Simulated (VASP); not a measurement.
# InSbH3 in VASP: a series of runs

The runs below take InSbH3 through single point, with PBE.

Everything below comes from runs of VASP 6.6.1. Logs are shortened: lines on timing, memory, paths and dates and some standing lists are left out, and cuts for length are marked.

### Step 1. The cell of the first run

The cell holds a wire or tube with vacuum around it, 30 atoms: a = 17.700 Å, b = 16.800 Å, c = 11.492 Å, α = 90.00°, β = 90.00°, γ = 90.00°.

### Step 2. Single point, PBE

The input, INCAR:

```
SYSTEM = InSbH3
PREC = Accurate ; ENCUT = 520
EDIFF = 1E-6 ; ISMEAR = 0
SIGMA = 0.05 ; LREAL = Auto
LASPH = .TRUE. ; NELM = 100
ALGO = Normal ; ISIF = 2
LWAVE = .FALSE. ; LCHARG = .FALSE.
GGA = PE ; NBANDS = 84
```

The input, KPOINTS:

```
Automatic mesh
0
G
  1 1 5
  0 0 0
```

The input, POSCAR:

```
InSbH3
1.0
   17.7000000000      0.0000000000      0.0000000000
    0.0000000000     16.8000000000      0.0000000000
    0.0000000000      0.0000000000     11.4918972542
In Sb H
6 6 18
Direct
    0.5773149839      0.5000000000      0.0000000000
    0.4242829975      0.5000000000      0.3333333333
    0.3477670043      0.3603706129      1.0000000000
    0.6538309771      0.3603706129      0.3333333333
    0.5007989907      0.6396293871      0.6666666667
    0.5007989907      0.3603706129      0.6666666667
    0.5007989907      0.3603706129      0.4166666667
    0.6538309771      0.3603706129      0.0833333333
    0.5007989907      0.6396293871      0.4166666667
    0.3477670043      0.3603706129      0.7500000000
    0.4242829975      0.5000000000      0.0833333333
    0.5773149839      0.5000000000      0.7500000000
    0.6236564453      0.5845657173      0.0504703433
    0.4552565201      0.2772629251      0.3670665017
    0.3316000748      0.5000000000      0.3838036767
    0.6082885064      0.2772629251      0.0337331683
    0.7449159184      0.3603706129      0.0337331683
    0.4552565201      0.7227370749      0.3670665017
    0.5918839320      0.6396293871      0.3670665017
    0.3022245337      0.4434783006      0.7003998350
    0.3022245337      0.2772629251      0.7003998350
    0.2550840816      0.3603706129      0.0504703433
    0.3941084657      0.2758048955      0.0504703433
    0.7001724385      0.4449363302      0.3838036767
    0.7001724385      0.2758048955      0.3838036767
    0.4081160680      0.6396293871      0.7171370100
    0.5471404521      0.7241951045      0.7171370100
    0.3787405269      0.5831076877      0.0337331683
    0.5471404521      0.2758048955      0.7171370100
    0.6683999252      0.5000000000      0.7003998350
```

Potentials or basis: VASP PAW PBE potentials, release 64 (In_d, Sb, H).

On the command line:

```sh
$ cat potpaw_PBE.64/In_d/POTCAR potpaw_PBE.64/Sb/POTCAR potpaw_PBE.64/H/POTCAR > POTCAR
$ mpirun -np 1 vasp_std > vasp.out
```

OUTCAR:

```text
SYSTEM = InSbH3
   PREC = Accurate
   ENCUT = 520
   EDIFF = 1E-6
   ISMEAR = 0
   LREAL = Auto
   LASPH = .TRUE.
   NELM = 100
   ISIF = 2
   GGA = PE

 ion  position               nearest neighbor table
   1  0.577  0.500  0.000-  13 1.74   8 2.87  12 2.87  11 2.87
   2  0.424  0.500  0.333-  15 1.74   9 2.87   7 2.87  11 2.87
   3  0.348  0.360  0.000-  22 1.74  23 1.74  11 2.87  10 2.87
   4  0.654  0.360  0.333-  24 1.74  25 1.74   8 2.87   7 2.87
   5  0.501  0.640  0.667-  26 1.74  27 1.74  12 2.87   9 2.87
   6  0.501  0.360  0.667-  29 1.74  12 2.87   7 2.87  10 2.87
   7  0.501  0.360  0.417-  14 1.71   2 2.87   6 2.87   4 2.87
   8  0.654  0.360  0.083-  17 1.71  16 1.71   1 2.87   4 2.87
   9  0.501  0.640  0.417-  19 1.71  18 1.71   2 2.87   5 2.87
  10  0.348  0.360  0.750-  20 1.71  21 1.71   3 2.87   6 2.87
  11  0.424  0.500  0.083-  28 1.71   3 2.87   2 2.87   1 2.87
  12  0.577  0.500  0.750-  30 1.71   6 2.87   5 2.87   1 2.87
  13  0.624  0.585  0.050-   1 1.74
  14  0.455  0.277  0.367-   7 1.71
  15  0.332  0.500  0.384-   2 1.74
  16  0.608  0.277  0.034-   8 1.71
  17  0.745  0.360  0.034-   8 1.71
  18  0.455  0.723  0.367-   9 1.71
[... 10 lines left out ...]
  29  0.547  0.276  0.717-   6 1.74
  30  0.668  0.500  0.700-  12 1.71

  LATTYP: Found a simple orthorhombic cell.
 ALAT       =    11.4918972542
 B/A-ratio  =     1.4618996001
 C/A-ratio  =     1.5402156501

  Lattice vectors:

 A1 = (   0.0000000000,   0.0000000000, -11.4918972542)
 A2 = (   0.0000000000,  16.8000000000,   0.0000000000)
 A3 = (  17.7000000000,   0.0000000000,   0.0000000000)

Analysis of symmetry for initial positions (statically):
=====================================================================
 Subroutine PRICEL returns:
 Original cell was already a primitive cell.

 Routine SETGRP: Setting up the symmetry group for a
 simple orthorhombic supercell.

 Subroutine GETGRP returns: Found  1 space group operations
 (whereof  1 operations were pure point group operations)
 out of a pool of  8 trial point group operations.

The static configuration has the point symmetry C_1 .

Analysis of symmetry for dynamics (positions and initial velocities):
=====================================================================
 Subroutine PRICEL returns:
 Original cell was already a primitive cell.

 Routine SETGRP: Setting up the symmetry group for a
 simple orthorhombic supercell.

[... 142 lines left out ...]
   IBRION =     -1    ionic relax: 0-MD 1-quasi-New 2-CG
   NFREE  =      0    steps in history (QN), initial steepest desc. (CG)
   ISIF   =      2    stress and relaxation
   ISYM   =      2    0-nonsym 1-usesym 2-fastsym
   POTIM  = 0.5000    time-step for ionic-motion
   TEBEG  =    0.0;   TEEND  =   0.0 temperature during run
   PSTRESS=    0.0 pullay stress
   NELECT =     126.0000    total number of electrons
   NUPDOWN=      -1.0000    fix difference up-down
   EMIN   =  10.00;   EMAX   =-10.00  energy-range for DOS
   EFERMI =   0.00;   METHOD = LEGACY
   ISMEAR =     0;   SIGMA  =   0.05  broadening in eV -4-tet -1-fermi 0-gaus
   EFERMI_NEDOS =   21; number of points for ismear=-14 and -15
   IALGO  =     38    algorithm
   IMIX   =      4    mixing-type and parameters
     AMIX     =   0.40;   BMIX     =  1.00
     AMIX_MAG =   1.60;   BMIX_MAG =  1.00
  volume/ion in A,a.u.               =     113.91       768.69
  Fermi-wavevector in a.u.,A,eV,Ry     =   0.544888  1.029688  4.039604  0.296902
  Thomas-Fermi vector in A             =   1.574010
   LORBIT       =      0    0 simple, 1 ext, 2 COOP (PROOUT), +10 PAW based schemes
   GGA     = PE    functional components
   LHFCALC =     F    Hartree Fock is set to
   AEXX    =    0.0000 exact exchange contribution
   IVDW    =     0    specifies the selected vdW correction
   LEPSILON=     F    determine dielectric tensor
   LRPA    =     F    only Hartree local field effects (RPA)
 non-spin polarized calculation
 Gauss-broadening in eV      SIGMA  =   0.05
  energy-cutoff  :      520.00
  volume of cell :     3417.23
 maximum number of plane-waves:     92072
 NGX is ok and might be reduce to   140
   NGX = 65   NGY = 63   NGZ = 43

 number of electron     126.0000005 magnetization

 Free energy of the ion-electron system (eV)
  ---------------------------------------------------
  ext. energy  EPLUGINS =         0.00000000
  ---------------------------------------------------
  free energy    TOTEN  =       -92.85706633 eV

  energy without entropy =      -92.85706633  energy(sigma->0) =      -92.85706633

 E-fermi :  -4.2453     XC(G=0):  -1.9473

 val. band max:       -4.4876684129   @ k =   0.0000   0.0000   0.0000
 cond. band min:      -1.7792853625   @ k =   0.0000   0.0000   0.0000
 fundamental gap:      2.7083830504
 Fermi energy:        -4.2453303058

 k-point     1 :       0.0000    0.0000    0.0000
  band No.  band energies     occupation
      1     -17.8687      2.00000
      2     -17.8681      2.00000
      3     -17.8619      2.00000
      4     -17.8567      2.00000
      5     -17.8543      2.00000
      6     -17.8537      2.00000
[... 223 lines left out ...]
     74      -0.3018      0.00000
     75      -0.2809      0.00000
 [bands above 75 left out]

------------------------ aborting loop because EDIFF is reached ----------------------------------------

  FORCE on cell =-STRESS in cart. coord.  units (eV):
  Direction    XX          YY          ZZ          XY          YZ          ZX
  --------------------------------------------------------------------------------------
  -------------------------------------------------------------------------------------
  Total       -1.0512760     -1.0391015      0.2942618     -0.0061249     -0.0007499     -0.0061230
  in kB       -0.4928935     -0.4871854      0.1379654     -0.0028717     -0.0003516     -0.0028708
  external PRESSURE =      -0.2807045 kB  Pullay stress =       0.0000000 kB

 VOLUME and BASIS-vectors are now :
 -----------------------------------------------------------------------------
  energy-cutoff  :      520.00
  volume of cell :     3417.23
      direct lattice vectors                 reciprocal lattice vectors
    17.700000000  0.000000000  0.000000000     0.056497175  0.000000000  0.000000000
     0.000000000 16.800000000  0.000000000     0.000000000  0.059523810  0.000000000
     0.000000000  0.000000000 11.491897254     0.000000000  0.000000000  0.087017833

 POSITION                                       TOTAL-FORCE (eV/Angst)
 -----------------------------------------------------------------------------------
     10.21848      8.40000      0.00000         0.033852      0.292409     -0.151309
      7.50981      8.40000      3.83063        -0.265843     -0.146919     -0.157230
      6.15548      6.05423      0.00000        -0.419142     -0.127679      0.447997
     11.57281      6.05423      3.83063         0.355501     -0.308820      0.445638
      8.86414     10.74577      7.66126         0.101519      0.454928      0.448023
      8.86414      6.05423      7.66126         0.259696     -0.150462     -0.158598
[... 22 lines left out ...]
      9.68439      4.63352      8.24126        -0.081699     -0.104434      0.046321
     11.83068      8.40000      8.04892         0.060823     -0.109628     -0.040560
 -----------------------------------------------------------------------------------
    total drift:                                0.070999      0.013650      0.002229

  FREE ENERGIE OF THE ION-ELECTRON SYSTEM (eV)
  ---------------------------------------------------
  free  energy   TOTEN  =       -92.8570663271 eV

  energy  without entropy=      -92.8570663271  energy(sigma->0) =      -92.85706633
```

OSZICAR:

```text
N       E                     dE             d eps       ncg     rms          rms(c)
DAV:   1     0.847452542043E+03    0.84745E+03   -0.39311E+04   616   0.991E+02
DAV:   2     0.211504770170E+00   -0.84724E+03   -0.83812E+03   656   0.250E+02
DAV:   3    -0.942147264312E+02   -0.94426E+02   -0.93956E+02   608   0.986E+01
[... 22 lines left out ...]
DAV:  26    -0.928570574591E+02   -0.75217E-05   -0.35383E-07   408   0.187E-03    0.571E-04
DAV:  27    -0.928570624025E+02   -0.49434E-05   -0.20992E-07   428   0.126E-03    0.477E-04
DAV:  28    -0.928570635262E+02   -0.11236E-05   -0.21643E-08   416   0.653E-04    0.756E-04
DAV:  29    -0.928570655304E+02   -0.20042E-05   -0.49625E-08   420   0.784E-04    0.643E-04
DAV:  30    -0.928570663271E+02   -0.79668E-06   -0.17577E-08   412   0.424E-04
   1 F= -.92857066E+02 E0= -.92857066E+02  d E =-.354298E-12
```

Wall time 54 min (1 thread of Oxide Virtual Turin-like, shared host); peak memory 2.7 GiB.

What came out:

```yaml
Free_energy: -92.8571 eV
Largest_force: 0.897 eV/Å
Band_gap_on_the_k_mesh: 2.71 eV
```

Forces in eV/Å, atoms in the order of the input:
```
In   0.034  0.292 -0.151
In  -0.266 -0.147 -0.157
In  -0.419 -0.128  0.448
In   0.356 -0.309  0.446
In   0.102  0.455  0.448
In   0.260 -0.150 -0.159
Sb   0.388  0.535 -0.132
Sb  -0.541  0.510  0.500
Sb  -0.170 -0.723  0.500
Sb   0.711  0.208  0.500
Sb   0.258 -0.601 -0.132
Sb  -0.656  0.065 -0.132
H    0.127 -0.016  0.046
H   -0.129 -0.001 -0.041
H   -0.054  0.120  0.046
H    0.321 -0.064 -0.201
H   -0.085 -0.274 -0.210
H    0.275  0.065 -0.211
H   -0.110  0.311 -0.201
H   -0.219 -0.249 -0.201
H   -0.198  0.208 -0.211
H   -0.154  0.183 -0.108
H    0.321  0.012 -0.146
H   -0.176  0.274 -0.146
H   -0.087 -0.222 -0.109
H   -0.155 -0.287 -0.146
H    0.231  0.037 -0.109
H    0.060  0.109 -0.041
H   -0.082 -0.104  0.046
H    0.061 -0.110 -0.041
```

Caveat: spin-orbit coupling is left out, which moves the levels of the heavy elements.

### Step 3. Single point, PBE

This run uses another cell than the first one.

The input, INCAR:

```
  PREC = Accurate
  ENCUT = 520
  EDIFF = 1E-6
  ISMEAR = 0
  SIGMA = 0.05
  LREAL = Auto
  LASPH = T
  NELM = 100
  ALGO = Normal
  ISIF = 2
  LWAVE = F
  LCHARG = F
  GGA = PE
  NBANDS = 84
```

The input, KPOINTS:

```
regular mesh
0
Gamma
  1 1 5
```

The input, POSCAR:

```
InSbH3
1.0
   17.7000000000      0.0000000000      0.0000000000
    0.0000000000     16.8000000000      0.0000000000
    0.0000000000      0.0000000000     11.4353088490
In Sb H
6 6 18
Direct
    0.5620243702      0.5198903428      0.0082893134
    0.4156818211      0.4759686538      0.3415607432
    0.3177799187      0.3533796852      0.9996840362
    0.6746824372      0.3364880043      0.3330836349
    0.5098070574      0.6704565393      0.6665173175
    0.5249301245      0.3644839172      0.6749207964
    0.5242172774      0.3629575242      0.4256447920
    0.6443108047      0.3827621953      0.0905869634
    0.4871542532      0.6196459120      0.4239541740
    0.3710258675      0.3579510841      0.7571932280
    0.4148215248      0.4773442039      0.0922615793
    0.5635080034      0.5200473174      0.7589985842
    0.5972814353      0.6050687090      0.0756904452
    0.4781052121      0.2745177460      0.4028071347
    0.3279858680      0.4655759228      0.4088212944
    0.6030921698      0.3042300645      0.0200292062
    0.7264400035      0.3796095408      0.0115617235
    0.4486592808      0.6961389959      0.3449077982
    0.5723591931      0.6214504374      0.3535316801
    0.3270639844      0.4348304307      0.6866775285
    0.3273098017      0.2846191994      0.6781717458
    0.2259835160      0.3884768251     -0.0001985213
    0.3537937148      0.2643948976      0.0517067228
    0.7296682792      0.4139246824      0.3852056833
    0.6917589283      0.2351980261      0.3331791022
    0.4185769499      0.6817883561      0.7184178681
    0.5843643659      0.7368894803      0.6668096309
    0.3651411752      0.5636138617      0.0694261784
    0.5772003136      0.2896619837      0.7423869643
    0.6592420698      0.5223415897      0.7360042571
```

Potentials or basis: VASP PAW PBE potentials, release 64 (In_d, Sb, H).

On the command line:

```sh
$ cat potpaw_PBE.64/In_d/POTCAR potpaw_PBE.64/Sb/POTCAR potpaw_PBE.64/H/POTCAR > POTCAR
$ mpirun -np 1 vasp_std > vasp.out
```

Wall time 88 min (1 thread of Oxide Virtual Turin-like, shared host); peak memory 2.7 GiB.

The run converged. Its results:

| Property | Result |
| --- | --- |
| Free energy | -93.9234 eV |
| Largest force | 0.142 eV/Å |
| Band gap on the k mesh | 2.81 eV |

Forces on the atoms (eV/Å):
```
In   0.002  0.004  0.015
In  -0.020  0.005  0.006
In  -0.009  0.001 -0.022
In   0.004 -0.006 -0.010
In  -0.017  0.023 -0.007
In  -0.004 -0.015  0.034
Sb   0.045  0.074  0.009
Sb  -0.042  0.081  0.108
Sb  -0.048 -0.076  0.106
Sb   0.096 -0.002  0.105
Sb   0.047 -0.076  0.010
Sb  -0.083 -0.006  0.011
H   -0.004 -0.005 -0.005
H   -0.042 -0.077 -0.014
H    0.009 -0.002 -0.004
H   -0.032 -0.077 -0.047
H    0.081 -0.006 -0.053
H   -0.033  0.072 -0.053
H    0.084  0.008 -0.047
H   -0.048  0.068 -0.047
H   -0.043 -0.066 -0.053
H    0.018 -0.004 -0.001
H   -0.001  0.004 -0.001
H   -0.002 -0.005 -0.002
H   -0.004  0.016 -0.001
H    0.009 -0.001 -0.002
H   -0.009 -0.014 -0.001
H   -0.043  0.075 -0.014
H    0.000  0.007 -0.005
H    0.089  0.000 -0.014
```

Levels at points of the mesh, in eV from the valence-band top:
| k point | band 59 | band 60 | band 61 | band 62 | band 63 | band 64 | band 65 | band 66 | band 67 | band 68 |
| --- | --- | --- | --- | --- | --- | --- | --- | --- | --- | --- |
| (0.00, 0.00, 0.00) | -0.73 | -0.62 | -0.44 | -0.44 | 0.00 | 2.81 | 3.12 | 3.12 | 3.43 | 3.62 |

Caveat: spin-orbit coupling is left out, which moves the levels of the heavy elements.
